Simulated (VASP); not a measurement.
Set up this calculation in VASP 6.6.1, as the native input.

```
Task                   : single point
Functional             : PBE
Potentials or basis    : VASP PAW PBE potentials, release 64 (Ag, Cl)
Cutoff                 : 520 eV
k mesh                 : 9 × 9 × 9
Occupations            : fermi-dirac, width 0.01 eV
Spin                   : no spin polarisation
Dipole correction      : no
Further INCAR settings : ALGO = Normal; EDIFF = 1e-06; NBANDS = 16
```

The structure of AgCl lies in POSCAR:

```
AgCl
1.0
    3.4339730000      0.0000000000      0.0000000000
    0.0000000000      3.4339730000      0.0000000000
    0.0000000000      0.0000000000      3.3309538100
Ag Cl
1 1
Direct
    0.0000000000      0.0000000000      0.0000000000
    0.5000000000      0.5000000000      0.5000000000
```

This cell differs from its parent crystal: zz strain of -3 %.

The input as run:

INCAR

```
ALGO     = Normal         # electronic algorithm
EDIFF    = 1E-6           # SCF threshold, eV
ENCUT    = 520            # plane-wave cutoff, eV
GGA      = PE             # functional
ISIF     = 2              # what is computed and relaxed
ISMEAR   = -1             # smearing method
LASPH    = T              # aspherical terms in the spheres
LCHARG   = F              # write CHGCAR
LREAL    = F              # projectors in reciprocal space
LWAVE    = F              # write WAVECAR
NBANDS   = 16             # bands
NELM     = 100            # most SCF steps
PREC     = Accurate       # precision mode
SIGMA    = 0.01           # smearing width, eV
```

KPOINTS

```
k-points
0
Gamma
  9 9 9
```

Potentials or basis: VASP PAW PBE potentials, release 64 (Ag, Cl).

Command:

```console
$ cat potpaw_PBE.64/Ag/POTCAR potpaw_PBE.64/Cl/POTCAR > POTCAR
$ mpirun -np 1 vasp_std > vasp.out
```

It gave:

* Pressure: 1.3 GPa
* Band gap on the k mesh: 0.57 eV (least direct gap 1.97 eV)

Caveat: the cell differs from its parent crystal (zz strain of -3 %); an odd mesh through Γ misses points on the zone boundary, where band edges can lie.

Run time: 54 s on 1 thread of Intel Xeon 8259CL (shared host), peak memory 0.19 GiB.
